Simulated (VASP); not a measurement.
Set up this calculation in VASP 6.6.1, as the native input.

| Quantity | Value |
| --- | --- |
| Task | single point |
| Functional | r2SCAN |
| Potentials or basis | VASP PAW PBE potentials, release 64 (Mo_sv, Sb) |
| Cutoff | 520 eV |
| k mesh | 10 × 10 × 10 |
| Occupations | gaussian, width 0.05 eV |
| Spin | no spin polarisation |
| Dipole correction | no |
| Further INCAR settings | ALGO = Normal; EDIFF = 1e-06; NBANDS = 16 |

The system is SbMo.

```
Mo Sb
1.0
     0.00000    2.81122    2.81122
     2.81122    0.00000    2.81122
     2.81122    2.81122    0.00000
Mo Sb
1 1
Direct
  0.50000 0.50000 0.50000
  0.00000 0.00000 0.00000
```

This cell differs from its parent crystal: volume scaled by 1.070.

These files were run (other wordings do the same):

POSCAR

```
SbMo
1.0
    0.0000000000      2.8112222621      2.8112222621
    2.8112222621      0.0000000000      2.8112222621
    2.8112222621      2.8112222621      0.0000000000
Mo Sb
1 1
Direct
    0.5000000000      0.5000000000      0.5000000000
    0.0000000000      0.0000000000      0.0000000000
```

INCAR.step1

```
ALGO     = Normal         # electronic algorithm
EDIFF    = 1E-4           # SCF threshold, eV
ENCUT    = 520            # plane-wave cutoff, eV
GGA      = PE             # functional
ISMEAR   = 0              # smearing method
LASPH    = T              # aspherical terms in the spheres
LCHARG   = F              # write CHGCAR
LREAL    = F              # projectors in reciprocal space
LWAVE    = T              # write WAVECAR
NBANDS   = 16             # bands
NELM     = 60             # most SCF steps
PREC     = Accurate       # precision mode
SIGMA    = 0.05           # smearing width, eV
```

INCAR.step2

```
ALGO     = Normal         # electronic algorithm
EDIFF    = 1E-6           # SCF threshold, eV
ENCUT    = 520            # plane-wave cutoff, eV
ISIF     = 2              # what is computed and relaxed
ISMEAR   = 0              # smearing method
ISTART   = 1            
LASPH    = T              # aspherical terms in the spheres
LCHARG   = F              # write CHGCAR
LMIXTAU  = T            
LREAL    = F              # projectors in reciprocal space
LWAVE    = F              # write WAVECAR
METAGGA  = R2SCAN         # meta-GGA
NBANDS   = 16             # bands
NELM     = 60             # most SCF steps
PREC     = Accurate       # precision mode
SIGMA    = 0.05           # smearing width, eV
```

KPOINTS

```
k-points
0
Gamma
  10 10 10
```

Potentials or basis: VASP PAW PBE potentials, release 64 (Mo_sv, Sb).

The run is started by

```bash
$ cat potpaw_PBE.64/Mo_sv/POTCAR potpaw_PBE.64/Sb/POTCAR > POTCAR
$ cp INCAR.step1 INCAR
$ mpirun -np 1 vasp_std > vasp.out
$ cp INCAR.step2 INCAR
$ mpirun -np 1 vasp_std > vasp.out
```

Results of the run:

```json
{
  "Pressure": "-7.6 GPa"
}
```

Caveat: the PAW data sets were made with another functional, which shifts forces and pressure a little.

Run time: 50 s on 1 thread of Intel(R) Xeon(R) 6975P-C (Granite Rapids), with other jobs on the host, peak memory 0.19 GiB.
